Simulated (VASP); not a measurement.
# Ca (Pm-3m) in VASP: a series of runs

The runs below take Ca through relaxation of cell and atoms, single point, with revPBE.

All numbers are computed with VASP 6.6.1; they aren't measurements. Logs are shortened: lines on timing, memory, paths and dates and some standing lists are left out, and cuts for length are marked.

### Step 1. The cell of the first run

Symmetry: Pm-3m, No. 221, cubic system. Conventional cell: a = 3.612 Å, b = 3.612 Å, c = 3.612 Å, α = 90.00°, β = 90.00°, γ = 90.00°. Ca (site symmetry m-3m) has 6 Ca at 3.61 Å within 4.7 Å.

### Step 2. Relaxation of cell and atoms, revPBE

Input file INCAR:

```
PREC     = Accurate       # precision mode
ENCUT    = 600            # plane-wave cutoff, eV
EDIFF    = 1E-6           # SCF threshold, eV
ISMEAR   = -1             # smearing method
SIGMA    = 0.1            # smearing width, eV
LREAL    = False          # projectors in reciprocal space
LASPH    = True           # aspherical terms in the spheres
NELM     = 100            # most SCF steps
ALGO     = Normal         # electronic algorithm
ISIF     = 3              # what is computed and relaxed
LWAVE    = False          # write WAVECAR
LCHARG   = False          # write CHGCAR
GGA      = RE             # functional
IBRION   = 2              # ionic algorithm
NSW      = 80             # ionic steps
EDIFFG   = -0.01          # ionic threshold
```

Input file KPOINTS:

```
Automatic mesh
0
Gamma
  9 9 9
```

Input file POSCAR:

```
Ca
1.0
    3.6119528465      0.0000000000      0.0000000000
    0.0000000000      3.6119528465      0.0000000000
    0.0000000000      0.0000000000      3.6119528465
Ca
1
Direct
    0.0000000000      0.0000000000      0.0000000000
```

Potentials or basis: VASP PAW PBE potentials, release 64 (Ca_sv).

On the command line:

```sh
> cat potpaw_PBE.64/Ca_sv/POTCAR > POTCAR
> mpirun -np 1 vasp_std > vasp.out
```

OUTCAR:

```text
PREC = Accurate
   ENCUT = 600
   EDIFF = 1E-6
   ISMEAR = -1
   LREAL = False
   LASPH = True
   NELM = 100
   ISIF = 3
   GGA = RE
   IBRION = 2
   NSW = 80
   EDIFFG = -0.01

 ion  position               nearest neighbor table
   1  0.000  0.000  0.000-

  LATTYP: Found a simple cubic cell.
 ALAT       =     3.6119528465

  Lattice vectors:

 A1 = (   3.6119528465,   0.0000000000,   0.0000000000)
 A2 = (   0.0000000000,   3.6119528465,   0.0000000000)
 A3 = (   0.0000000000,   0.0000000000,   3.6119528465)

Analysis of symmetry for initial positions (statically):
=====================================================================
 Subroutine PRICEL returns:
 Original cell was already a primitive cell.

 Routine SETGRP: Setting up the symmetry group for a
 simple cubic supercell.

 Subroutine GETGRP returns: Found 48 space group operations
 (whereof 48 operations were pure point group operations)
 out of a pool of 48 trial point group operations.

The static configuration has the point symmetry O_h .

Analysis of symmetry for dynamics (positions and initial velocities):
=====================================================================
 Subroutine PRICEL returns:
 Original cell was already a primitive cell.

 Routine SETGRP: Setting up the symmetry group for a
 simple cubic supercell.

 Subroutine GETGRP returns: Found 48 space group operations
 (whereof 48 operations were pure point group operations)
 out of a pool of 48 trial point group operations.

The dynamic configuration has the point symmetry O_h .

 Subroutine INISYM returns: Found 48 space group operations
 (whereof 48 operations are pure point group operations),
 and found     1 'primitive' translations

----------------------------------------------------------------------------------------

                                     Primitive cell

  volume of cell :      47.1223

  direct lattice vectors                    reciprocal lattice vectors
     3.611952846  0.000000000  0.000000000     0.276858542  0.000000000  0.000000000
     0.000000000  3.611952846  0.000000000     0.000000000  0.276858542  0.000000000
     0.000000000  0.000000000  3.611952846     0.000000000  0.000000000  0.276858542

  length of vectors
     3.611952846  3.611952846  3.611952846     0.276858542  0.276858542  0.276858542

  position of ions in fractional coordinates (direct lattice)
     0.000000000  0.000000000  0.000000000

  ion indices of the primitive-cell ions
   primitive index   ion index
                 1           1

----------------------------------------------------------------------------------------

 KPOINTS: Automatic mesh

Automatic generation of k-mesh.
 Grid dimensions read from file:
 generate k-points for:    9    9    9

 Generating k-lattice:

  Cartesian coordinates                     Fractional coordinates (reciprocal lattice)
     0.030762060  0.000000000  0.000000000     0.111111111  0.000000000  0.000000000
     0.000000000  0.030762060  0.000000000     0.000000000  0.111111111  0.000000000
     0.000000000  0.000000000  0.030762060     0.000000000  0.000000000  0.111111111

  Length of vectors
     0.030762060  0.030762060  0.030762060

  Shift w.r.t. Gamma in fractional coordinates (k-lattice)
     0.000000000  0.000000000  0.000000000

 Subroutine IBZKPT returns following result:
 ===========================================

 Found     35 irreducible k-points:

 Following reciprocal coordinates:
            Coordinates               Weight
  0.000000  0.000000  0.000000      1.000000
  0.111111  0.000000  0.000000      6.000000
  0.222222  0.000000  0.000000      6.000000
  0.333333  0.000000  0.000000      6.000000
  0.444444  0.000000  0.000000      6.000000
  0.111111  0.111111  0.000000     12.000000
[... 16 lines left out ...]
  0.333333  0.333333  0.111111     24.000000
  0.444444  0.333333  0.111111     48.000000
 [... further k-points ...]
   k-points           NKPTS =     35   k-points in BZ     NKDIM =     35   number of bands    NBANDS=      9
   number of dos      NEDOS =    301   number of ions     NIONS =      1
   total plane-waves  NPLWV =  27000
   dimension x,y,z NGX =    30 NGY =   30 NGZ =   30
   dimension x,y,z NGXF=    60 NGYF=   60 NGZF=   60
   ions per type =               1
   NGX,Y,Z   is equivalent  to a cutoff of  13.81, 13.81, 13.81 a.u.
   NGXF,Y,Z  is equivalent  to a cutoff of  27.62, 27.62, 27.62 a.u.
 SYSTEM =  unknown system
   PREC   = accura    normal or accurate (medium, high low for compatibility)
   ISTART =      0    job   : 0-new  1-cont  2-samecut
   ICHARG =      2    charge: 1-file 2-atom 10-const
   ISPIN  =      1    spin polarized calculation?
   LNONCOLLINEAR =      F non collinear calculations
   LSORBIT =      F    spin-orbit coupling
   LASPH  =      T    aspherical Exc in radial PAW
   ENCUT  =  600.0 eV  44.10 Ry    6.64 a.u.   7.21  7.21  7.21*2*pi/ulx,y,z
   NELM   =    100;   NELMIN=  2; NELMDL= -5     # of ELM steps
   EDIFF  = 0.1E-05   stopping-criterion for ELM
   LREAL  =      F    real-space projection
   EDIFFG = -.1E-01   stopping-criterion for IOM
   NSW    =     80    number of steps for IOM
   IBRION =      2    ionic relax: 0-MD 1-quasi-New 2-CG
   NFREE  =      1    steps in history (QN), initial steepest desc. (CG)
   ISIF   =      3    stress and relaxation
   ISYM   =      2    0-nonsym 1-usesym 2-fastsym
   POTIM  = 0.5000    time-step for ionic-motion
   TEBEG  =    0.0;   TEEND  =   0.0 temperature during run
   PSTRESS=    0.0 pullay stress
   NELECT =      10.0000    total number of electrons
   NUPDOWN=      -1.0000    fix difference up-down
   EMIN   =  10.00;   EMAX   =-10.00  energy-range for DOS
   EFERMI =   0.00;   METHOD = LEGACY
   ISMEAR =    -1;   SIGMA  =   0.10  broadening in eV -4-tet -1-fermi 0-gaus
   EFERMI_NEDOS =   21; number of points for ismear=-14 and -15
   IALGO  =     38    algorithm
   IMIX   =      4    mixing-type and parameters
     AMIX     =   0.40;   BMIX     =  1.00
     AMIX_MAG =   1.60;   BMIX_MAG =  1.00
  volume/ion in A,a.u.               =      47.12       318.00
  Fermi-wavevector in a.u.,A,eV,Ry     =   0.976486  1.845291 12.973498  0.953525
  Thomas-Fermi vector in A             =   2.107109
   LORBIT       =      0    0 simple, 1 ext, 2 COOP (PROOUT), +10 PAW based schemes
   GGA     = RE    functional components
   LHFCALC =     F    Hartree Fock is set to
   AEXX    =    0.0000 exact exchange contribution
   IVDW    =     0    specifies the selected vdW correction
   LEPSILON=     F    determine dielectric tensor
   LRPA    =     F    only Hartree local field effects (RPA)
 conjugate gradient relaxation of ions
 non-spin polarized calculation
  energy-cutoff  :      600.00
  volume of cell :       47.12
 maximum number of plane-waves:      1584
 NGX is ok and might be reduce to    30
   NGX = 15   NGY = 15   NGZ = 15

--------------------------------------- Ionic step        1  -------------------------------------------

 number of electron      10.0000001 magnetization

 Free energy of the ion-electron system (eV)
  ---------------------------------------------------
  ext. energy  EPLUGINS =         0.00000000
  ---------------------------------------------------
  free energy    TOTEN  =        -1.38333685 eV

  energy without entropy =       -1.34300732  energy(sigma->0) =       -1.36317208

------------------------ aborting loop because EDIFF is reached ----------------------------------------

  FORCE on cell =-STRESS in cart. coord.  units (eV):
  Direction    XX          YY          ZZ          XY          YZ          ZX
  --------------------------------------------------------------------------------------
  -------------------------------------------------------------------------------------
  Total       -0.0412713     -0.0412713     -0.0412713      0.0000000      0.0000000     -0.0000000
  in kB       -1.4032407     -1.4032407     -1.4032407      0.0000000      0.0000000     -0.0000000
  external PRESSURE =      -1.4032407 kB  Pullay stress =       0.0000000 kB
[... 55 lines left out ...]
  energy  without entropy=       -1.3434367718  energy(sigma->0) =       -1.36348810

--------------------------------------- Ionic step        3  -------------------------------------------

 number of electron      10.0000000 magnetization

 Free energy of the ion-electron system (eV)
  ---------------------------------------------------
  ext. energy  EPLUGINS =         0.00000000
  ---------------------------------------------------
  free energy    TOTEN  =        -1.38365232 eV

  energy without entropy =       -1.34392100  energy(sigma->0) =       -1.36378666

 E-fermi :   1.6100     XC(G=0):  -7.3326

 val. band max:        1.5924372096   @ k =   0.4444   0.2222   0.0000
 cond. band min:       1.6363030300   @ k =   0.4444   0.4444   0.2222
 fundamental gap:      0.0438658204
 Fermi energy:         1.6099870766

 k-point     1 :       0.0000    0.0000    0.0000
  band No.  band energies     occupation
      1     -40.8430      2.00000
      2     -21.7043      2.00000
      3     -21.7043      2.00000
      4     -21.7043      2.00000
      5      -2.1283      2.00000
      6       2.4719      0.00036
      7       2.4719      0.00036
      8       5.4737      0.00000
      9       5.4737      0.00000
[... 265 lines left out ...]
 k-point    24 :       0.4444    0.3333    0.1111
  band No.  band energies     occupation
      1     -40.8189      2.00000
      2     -21.8462      2.00000
      3     -21.8076      2.00000
      4     -21.6991      2.00000
      5       1.1843      1.97206
      6       2.1027      0.01439
      7       3.4283      0.00000
      8       3.6794      0.00000
      9       4.7258      0.00000

 [... further k-points ...]

------------------------ aborting loop because EDIFF is reached ----------------------------------------

  FORCE on cell =-STRESS in cart. coord.  units (eV):
  Direction    XX          YY          ZZ          XY          YZ          ZX
  --------------------------------------------------------------------------------------
  -------------------------------------------------------------------------------------
  Total        0.0011842      0.0011842      0.0011842     -0.0000000     -0.0000000      0.0000000
  in kB        0.0409008      0.0409008      0.0409008     -0.0000000     -0.0000000      0.0000000
  external PRESSURE =       0.0409008 kB  Pullay stress =       0.0000000 kB
[... 16 lines left out ...]
  FREE ENERGIE OF THE ION-ELECTRON SYSTEM (eV)
  ---------------------------------------------------
  free  energy   TOTEN  =        -1.3836523163 eV

  energy  without entropy=       -1.3439210017  energy(sigma->0) =       -1.36378666

 reached required accuracy - stopping structural energy minimisation
```

Wall time 36 s (1 thread of AMD EPYC 9R45 (Zen 5), shared host); peak memory 0.14 GiB.

Results:

| Property | Result |
| --- | --- |
| Free energy | -1.3837 eV |
| Relaxed volume | 46.39 Å³/atom |
| Relaxed cell | a = 3.593 Å, b = 3.593 Å, c = 3.593 Å, α = 90.00°, β = 90.00°, γ = 90.00° |
| Space group after relaxing (to 0.05 Å) | Pm-3m (No. 221) |
| Energy gained by relaxing | 0.3 meV/atom |
| Ionic steps | 3 |
| Pressure after relaxing | 0.0 GPa |
| Band gap on the k mesh | zero (band 5 reaches 2.22 eV, above the bottom of band 6 at 1.33 eV) |

The path:
```tsv
step	energy change (eV)	largest force (eV/Å)	pressure (GPa)	volume (Å³)
1	0.0000	0.0000	-0.14	47.12
2	-0.0002	0.0000	-0.09	46.84
3	-0.0003	0.0000	0.00	46.39
```

Final structure:
```
Ca
1.0
     3.59311    0.00000    0.00000
     0.00000    3.59311    0.00000
     0.00000    0.00000    3.59311
Ca
1
Direct
  0.00000 0.00000 0.00000
```

Levels at points of the mesh, in eV from the Fermi level:
| k point | band 1 | band 2 | band 3 | band 4 | band 5 | band 6 | band 7 | band 8 | band 9 |
| --- | --- | --- | --- | --- | --- | --- | --- | --- | --- |
| (0.00, 0.00, 0.00) | -42.45 | -23.31 | -23.31 | -23.31 | -3.74 | 0.86 | 0.86 | 3.86 | 3.86 |

Caveat: the PAW data sets were made with another functional, which shifts forces and pressure a little.

[end of part 1 of 2]
